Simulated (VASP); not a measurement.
# BN (P6_3/mmc) in VASP: notebook

BN is run at these levels: PBEsol; tasks: single point, relaxation of cell and atoms.

Program: VASP 6.6.1. These are calculated values, not measurements. Logs are shortened: lines on timing, memory, paths and dates and some standing lists are left out, and cuts for length are marked.

## (1) The cell of the first run

It takes space group P6_3/mmc (No. 194, hexagonal). The conventional cell has a = 2.504 Å, b = 2.504 Å, c = 7.015 Å, α = 90.00°, β = 90.00°, γ = 120.00°. Within 1.9 Å of B (site symmetry -6m2) lie 3 N at 1.45 Å. N (site symmetry -6m2) has 3 B at 1.45 Å within 1.9 Å.

## (2) Single point, PBEsol

File INCAR:

```
SYSTEM = BN
ALGO     = Normal         ! electronic algorithm
EDIFF    = 1E-6           ! SCF threshold, eV
ENCUT    = 520            ! plane-wave cutoff, eV
GGA      = PS             ! functional
ISIF     = 2              ! what is computed and relaxed
ISMEAR   = 0              ! smearing method
LASPH    = .TRUE.         ! aspherical terms in the spheres
LCHARG   = .FALSE.        ! write CHGCAR
LREAL    = .FALSE.        ! projectors in reciprocal space
LWAVE    = .FALSE.        ! write WAVECAR
NBANDS   = 16             ! bands
NELM     = 100            ! most SCF steps
PREC     = Accurate       ! precision mode
SIGMA    = 0.02           ! smearing width, eV
```

File KPOINTS:

```
k-points
0
G
  12 12 4
  0 0 0
```

File POSCAR:

```
BN
1.0
    2.5043436715      0.0000000000      0.0000000000
   -1.2521718358      2.1688252393      0.0000000000
    0.0000000000      0.0000000000      7.0151762511
B N
2 2
Direct
    0.3333333333      0.6666666667      0.2500000000
    0.6666666667      0.3333333333      0.7500000000
    0.3333333333      0.6666666667      0.7500000000
    0.6666666667      0.3333333333      0.2500000000
```

Potentials or basis: VASP PAW PBE potentials, release 64 (B, N).

Launch:

```console
$ cat potpaw_PBE.64/B/POTCAR potpaw_PBE.64/N/POTCAR > POTCAR
$ mpirun -np 1 vasp_std > vasp.out
```

OUTCAR:

```text
SYSTEM = BN
   EDIFF = 1E-6
   ENCUT = 520
   GGA = PS
   ISIF = 2
   ISMEAR = 0
   LASPH = .TRUE.
   LREAL = .FALSE.
   NELM = 100
   PREC = Accurate

 ion  position               nearest neighbor table
   1  0.333  0.667  0.250-   4 1.45   4 1.45   4 1.45
   2  0.667  0.333  0.750-   3 1.45   3 1.45   3 1.45
   3  0.333  0.667  0.750-   2 1.45   2 1.45   2 1.45
   4  0.667  0.333  0.250-   1 1.45   1 1.45   1 1.45

  LATTYP: Found a hexagonal cell.
 ALAT       =     2.5043436715
 C/A-ratio  =     2.8012034973

  Lattice vectors:

 A1 = (   2.5043436715,   0.0000000000,   0.0000000000)
 A2 = (  -1.2521718358,   2.1688252393,   0.0000000000)
 A3 = (   0.0000000000,   0.0000000000,   7.0151762511)

Analysis of symmetry for initial positions (statically):
=====================================================================
 Subroutine PRICEL returns:
 Original cell was already a primitive cell.

 Routine SETGRP: Setting up the symmetry group for a
 hexagonal supercell.

 Subroutine GETGRP returns: Found 24 space group operations
 (whereof 12 operations were pure point group operations)
 out of a pool of 24 trial point group operations.

The static configuration has the point symmetry D_3d.
 The point group associated with its full space group is D_6h.

Analysis of symmetry for dynamics (positions and initial velocities):
=====================================================================
 Subroutine PRICEL returns:
 Original cell was already a primitive cell.

 Routine SETGRP: Setting up the symmetry group for a
 hexagonal supercell.

 Subroutine GETGRP returns: Found 24 space group operations
 (whereof 12 operations were pure point group operations)
 out of a pool of 24 trial point group operations.

The dynamic configuration has the point symmetry D_3d.
 The point group associated with its full space group is D_6h.

 Subroutine INISYM returns: Found 24 space group operations
 (whereof 12 operations are pure point group operations),
 and found     1 'primitive' translations

----------------------------------------------------------------------------------------

                                     Primitive cell

  volume of cell :      38.1028

  direct lattice vectors                    reciprocal lattice vectors
     2.504343672  0.000000000  0.000000000     0.399306218  0.230539552  0.000000000
    -1.252171836  2.168825239  0.000000000     0.000000000  0.461079105  0.000000000
     0.000000000  0.000000000  7.015176251     0.000000000  0.000000000  0.142548093

  length of vectors
[... 86 lines left out ...]
   EDIFF  = 0.1E-05   stopping-criterion for ELM
   LREAL  =      F    real-space projection
   EDIFFG = 0.1E-04   stopping-criterion for IOM
   NSW    =      0    number of steps for IOM
   IBRION =     -1    ionic relax: 0-MD 1-quasi-New 2-CG
   NFREE  =      0    steps in history (QN), initial steepest desc. (CG)
   ISIF   =      2    stress and relaxation
   ISYM   =      2    0-nonsym 1-usesym 2-fastsym
   POTIM  = 0.5000    time-step for ionic-motion
   TEBEG  =    0.0;   TEEND  =   0.0 temperature during run
   PSTRESS=    0.0 pullay stress
   NELECT =      16.0000    total number of electrons
   NUPDOWN=      -1.0000    fix difference up-down
   EMIN   =  10.00;   EMAX   =-10.00  energy-range for DOS
   EFERMI =   0.00;   METHOD = LEGACY
   ISMEAR =     0;   SIGMA  =   0.02  broadening in eV -4-tet -1-fermi 0-gaus
   EFERMI_NEDOS =   21; number of points for ismear=-14 and -15
   IALGO  =     38    algorithm
   IMIX   =      4    mixing-type and parameters
     AMIX     =   0.40;   BMIX     =  1.00
     AMIX_MAG =   1.60;   BMIX_MAG =  1.00
  volume/ion in A,a.u.               =       9.53        64.28
  Fermi-wavevector in a.u.,A,eV,Ry     =   1.225921  2.316655 20.447953  1.502882
  Thomas-Fermi vector in A             =   2.360941
   LORBIT       =      0    0 simple, 1 ext, 2 COOP (PROOUT), +10 PAW based schemes
   GGA     = PS    functional components
   LHFCALC =     F    Hartree Fock is set to
   AEXX    =    0.0000 exact exchange contribution
   IVDW    =     0    specifies the selected vdW correction
   LEPSILON=     F    determine dielectric tensor
   LRPA    =     F    only Hartree local field effects (RPA)
 non-spin polarized calculation
 Gauss-broadening in eV      SIGMA  =   0.02
  energy-cutoff  :      520.00
  volume of cell :       38.10
 maximum number of plane-waves:      1058
 NGX is ok and might be reduce to    20
   NGX =  9   NGY =  9   NGZ = 27

 number of electron      15.9999998 magnetization

 Free energy of the ion-electron system (eV)
  ---------------------------------------------------
  ext. energy  EPLUGINS =         0.00000000
  ---------------------------------------------------
  free energy    TOTEN  =       -36.57081890 eV

  energy without entropy =      -36.57081890  energy(sigma->0) =      -36.57081890

 E-fermi :   1.9252     XC(G=0):  -9.9304

 val. band max:        1.7620531799   @ k =   0.3333   0.3333   0.5000
 cond. band min:       6.0192762293   @ k =   0.5000   0.0000   0.0000
 fundamental gap:      4.2572230494
 Fermi energy:         1.9252085409

 k-point     1 :       0.0000    0.0000    0.0000
  band No.  band energies     occupation
      1     -15.9488      2.00000
      2     -15.7514      2.00000
      3      -4.3020      2.00000
      4      -2.6454      2.00000
      5       0.4537      2.00000
      6       0.4537      2.00000
[... 433 lines left out ...]
      3      -5.1137      2.00000
      4      -5.0795      2.00000
      5      -1.8062      2.00000
      6      -1.7803      2.00000
[... 8 lines left out ...]
     15      18.1496      0.00000
     16      20.1159      0.00000

 [... further k-points ...]
[... 5 lines left out ...]
  --------------------------------------------------------------------------------------
  -------------------------------------------------------------------------------------
  Total        0.1171481      0.1171481     -0.0237287     -0.0000000     -0.0000000      0.0000000
  in kB        4.9259339      4.9259339     -0.9977623     -0.0000000     -0.0000000      0.0000000
  external PRESSURE =       2.9513685 kB  Pullay stress =       0.0000000 kB

 VOLUME and BASIS-vectors are now :
 -----------------------------------------------------------------------------
  energy-cutoff  :      520.00
  volume of cell :       38.10
      direct lattice vectors                 reciprocal lattice vectors
     2.504343672  0.000000000  0.000000000     0.399306218  0.230539552  0.000000000
    -1.252171836  2.168825239  0.000000000     0.000000000  0.461079105  0.000000000
     0.000000000  0.000000000  7.015176251     0.000000000  0.000000000  0.142548093

 POSITION                                       TOTAL-FORCE (eV/Angst)
 -----------------------------------------------------------------------------------
     -0.00000      1.44588      1.75379         0.000000     -0.000000      0.000000
      1.25217      0.72294      5.26138        -0.000000      0.000000      0.000000
     -0.00000      1.44588      5.26138        -0.000000      0.000000      0.000000
      1.25217      0.72294      1.75379         0.000000     -0.000000      0.000000
 -----------------------------------------------------------------------------------
    total drift:                                0.000000     -0.000000      0.000000

  FREE ENERGIE OF THE ION-ELECTRON SYSTEM (eV)
  ---------------------------------------------------
  free  energy   TOTEN  =       -36.5708188964 eV

  energy  without entropy=      -36.5708188964  energy(sigma->0) =      -36.57081890
```

OSZICAR:

```text
N       E                     dE             d eps       ncg     rms          rms(c)
DAV:   1     0.485404738109E+02    0.48540E+02   -0.77903E+03  1840   0.907E+02
DAV:   2    -0.367703293636E+02   -0.85311E+02   -0.78093E+02  2528   0.220E+02
DAV:   3    -0.400445785061E+02   -0.32742E+01   -0.32621E+01  2392   0.427E+01
DAV:   4    -0.400671387702E+02   -0.22560E-01   -0.22556E-01  2264   0.391E+00
DAV:   5    -0.400673692519E+02   -0.23048E-03   -0.23048E-03  2376   0.377E-01    0.110E+01
DAV:   6    -0.369639818822E+02    0.31034E+01   -0.49744E+00  2328   0.168E+01    0.504E+00
DAV:   7    -0.366614344964E+02    0.30255E+00   -0.51657E-01  2416   0.519E+00    0.310E+00
DAV:   8    -0.365738930039E+02    0.87541E-01   -0.22978E-01  2312   0.317E+00    0.459E-01
DAV:   9    -0.365698155070E+02    0.40775E-02   -0.14322E-02  2032   0.942E-01    0.181E-01
DAV:  10    -0.365706947005E+02   -0.87919E-03   -0.11689E-03  2120   0.255E-01    0.311E-02
DAV:  11    -0.365708069120E+02   -0.11221E-03   -0.82661E-05  2256   0.686E-02    0.228E-02
DAV:  12    -0.365708187710E+02   -0.11859E-04   -0.26756E-05  1984   0.339E-02    0.213E-03
DAV:  13    -0.365708188964E+02   -0.12547E-06   -0.61530E-07  2008   0.620E-03
   1 F= -.36570819E+02 E0= -.36570819E+02  d E =-.982089E-33
```

stdout:

```text
POSCAR found type information on POSCAR B N
 POSCAR found :  2 types and       4 ions
 scaLAPACK will be used
 -----------------------------------------------------------------------------
|                                                                             |
|                                                                             |
|     You enforced a specific xc type in the INCAR file but a different       |
|     I HOPE YOU KNOW WHAT YOU ARE DOING!                                     |
|                                                                             |
 -----------------------------------------------------------------------------

 LDA part: xc-table for (Slater+PW92), standard interpolation
 POSCAR, INCAR and KPOINTS ok, starting setup
 FFT: planning ... GRIDC
 FFT: planning ... GRID_SOFT
 FFT: planning ... GRID
 WAVECAR not read
 entering main loop
```

Wall time 57 s (1 thread of Intel Xeon 8259CL, shared host); peak memory 0.16 GiB.

What came out:

| Item | Value |
| --- | --- |
| Free energy | -36.5708 eV |
| Pressure | 0.3 GPa |
| Band gap on the k mesh | 4.26 eV (least direct gap 4.60 eV) |

Caveat: the PAW data sets were made with another functional, which shifts forces and pressure a little; this functional lacks dispersion, which binds layers or chains, so the pressure and a relaxed spacing across them are unreliable.

## (3) Relaxation of cell and atoms, PBEsol

This run uses another cell than the first one, of 9.00 Å³/atom.

File INCAR:

```
  ALGO = Normal
  EDIFF = 1E-6
  EDIFFG = -0.005
  ENCUT = 600
  GGA = PS
  IBRION = 2
  ISIF = 3
  ISMEAR = 0
  LASPH = T
  LCHARG = F
  LREAL = F
  LWAVE = F
  NELM = 100
  NSW = 70
  PREC = Accurate
  SIGMA = 0.02
```

File KPOINTS:

```
k-points
0
Gamma
  12 12 4
```

File POSCAR:

```
BN
1.0
    2.5064254169      0.0000000000      0.0000000000
   -1.2532127085      2.1706280837      0.0000000000
    0.0000000000      0.0000000000      6.6141240277
B N
2 2
Direct
    0.3333333333      0.6666666667      0.2500000000
    0.6666666667      0.3333333333      0.7500000000
    0.3333333333      0.6666666667      0.7500000000
    0.6666666667      0.3333333333      0.2500000000
```

Potentials or basis: VASP PAW PBE potentials, release 64 (B, N).

Launch:

```console
$ cat potpaw_PBE.64/B/POTCAR potpaw_PBE.64/N/POTCAR > POTCAR
$ mpirun -np 1 vasp_std > vasp.out
```

OUTCAR:

```text
EDIFF = 1E-6
   EDIFFG = -0.005
   ENCUT = 600
   GGA = PS
   IBRION = 2
   ISIF = 3
   ISMEAR = 0
   LASPH = T
   LREAL = F
   NELM = 100
   NSW = 70
   PREC = Accurate

 ion  position               nearest neighbor table
   1  0.333  0.667  0.250-   4 1.45   4 1.45   4 1.45
   2  0.667  0.333  0.750-   3 1.45   3 1.45   3 1.45
   3  0.333  0.667  0.750-   2 1.45   2 1.45   2 1.45
   4  0.667  0.333  0.250-   1 1.45   1 1.45   1 1.45

  LATTYP: Found a hexagonal cell.
 ALAT       =     2.5064254169
 C/A-ratio  =     2.6388672821

  Lattice vectors:

 A1 = (   2.5064254169,   0.0000000000,   0.0000000000)
 A2 = (  -1.2532127085,   2.1706280837,   0.0000000000)
 A3 = (   0.0000000000,   0.0000000000,   6.6141240277)

[... 497 lines left out ...]

 val. band max:        1.8879834363   @ k =   0.3333   0.3333   0.5000
 cond. band min:       6.1154081745   @ k =   0.5000  -0.0000   0.0000
 fundamental gap:      4.2274247382
 Fermi energy:         2.0521885108

 k-point     1 :       0.0000    0.0000    0.0000
  band No.  band energies     occupation
      1     -15.8303      2.00000
      2     -15.6040      2.00000
      3      -4.2382      2.00000
      4      -2.4294      2.00000
      5       0.5798      2.00000
      6       0.5798      2.00000
      7       0.6052      2.00000
      8       0.6052      2.00000
      9       6.7356      0.00000
     10      11.6106      0.00000
     11      13.3960      0.00000
     12      13.3960      0.00000
[... 331 lines left out ...]
 k-point    24 :       0.3333   -0.0000    0.2500
  band No.  band energies     occupation
      1     -13.8209      2.00000
      2     -13.7071      2.00000
      3      -4.9875      2.00000
      4      -4.9467      2.00000
      5      -1.6791      2.00000
      6      -1.6481      2.00000
      7      -1.2388      2.00000
      8      -0.2115      2.00000
      9       8.6916      0.00000
     10       9.1496      0.00000
     11      10.5499      0.00000
     12      12.0219      0.00000

 [... further k-points ...]
[... 5 lines left out ...]
  --------------------------------------------------------------------------------------
  -------------------------------------------------------------------------------------
  Total        0.0115975      0.0115975      0.0044177     -0.0000000     -0.0000000      0.0000000
  in kB        0.4957800      0.4957800      0.1888500     -0.0000000     -0.0000000      0.0000000
  external PRESSURE =       0.3934700 kB  Pullay stress =       0.0000000 kB
[... 19 lines left out ...]
  FREE ENERGIE OF THE ION-ELECTRON SYSTEM (eV)
  ---------------------------------------------------
  free  energy   TOTEN  =       -36.5748619346 eV

  energy  without entropy=      -36.5748619346  energy(sigma->0) =      -36.57486193

 reached required accuracy - stopping structural energy minimisation
```

CONTCAR:

```text
BN
   1.00000000000000
     2.5050532802853769    0.0000000000000333   -0.0000000000000000
    -1.2525266401926320    2.1694397785343016   -0.0000000000000000
     0.0000000000000000   -0.0000000000000000    6.8963927545239727
  B               N
     2     2
Direct
     0.3333333332999970    0.6666666667000030    0.2500000000000000
     0.6666666667000030    0.3333333332999970    0.7500000000000000
     0.3333333332999970    0.6666666667000030    0.7500000000000000
     0.6666666667000030    0.3333333332999970    0.2500000000000000

  0.00000000E+00  0.00000000E+00  0.00000000E+00
  0.00000000E+00  0.00000000E+00  0.00000000E+00
  0.00000000E+00  0.00000000E+00  0.00000000E+00
  0.00000000E+00  0.00000000E+00  0.00000000E+00
```

Wall time 3 min (1 thread of Intel Xeon 8259CL, shared host); peak memory 0.17 GiB.

What came out:

* Free energy: -36.5749 eV
* Relaxed volume: 9.37 Å³/atom
* Relaxed cell: a = 2.505 Å, b = 2.505 Å, c = 6.896 Å, α = 90.00°, β = 90.00°, γ = 120.00°
* Space group after relaxing (to 0.1 Å): P6_3/mmc (No. 194)
* Energy gained by relaxing: 0.8 meV/atom
* Ionic steps: 9
* Pressure after relaxing: 0.0 GPa
* Band gap on the k mesh: 4.23 eV (least direct gap 4.59 eV)

Step by step:
```csv
step,energy change (eV),largest force (eV/Å),pressure (GPa),volume (Å³)
1,0.0000,0.0000,-0.07,35.98
2,-0.0002,0.0000,0.84,35.96
3,-0.0002,0.0000,0.60,35.97
4,-0.0005,0.0000,0.55,36.04
5,-0.0013,0.0000,0.41,36.24
6,-0.0024,0.0000,0.15,36.64
7,-0.0032,0.0000,-0.32,37.46
8,-0.0025,0.0000,1.29,37.56
9,-0.0033,0.0000,0.04,37.48
```

Final structure:
```cif
data_structure
_symmetry_space_group_name_H-M 'P 1'
_symmetry_Int_Tables_number 1
_cell_length_a 2.5051
_cell_length_b 2.5051
_cell_length_c 6.8964
_cell_angle_alpha 90.000
_cell_angle_beta 90.000
_cell_angle_gamma 120.000
_cell_volume 37.48
loop_
_atom_site_label
_atom_site_type_symbol
_atom_site_fract_x
_atom_site_fract_y
_atom_site_fract_z
_atom_site_occupancy
B1 B 0.33333 0.66667 0.25000 1
B2 B 0.66667 0.33333 0.75000 1
N1 N 0.33333 0.66667 0.75000 1
N2 N 0.66667 0.33333 0.25000 1
```

Caveat: the PAW data sets were made with another functional, which shifts forces and pressure a little; this functional lacks dispersion, which binds layers or chains, so the pressure and a relaxed spacing across them are unreliable.
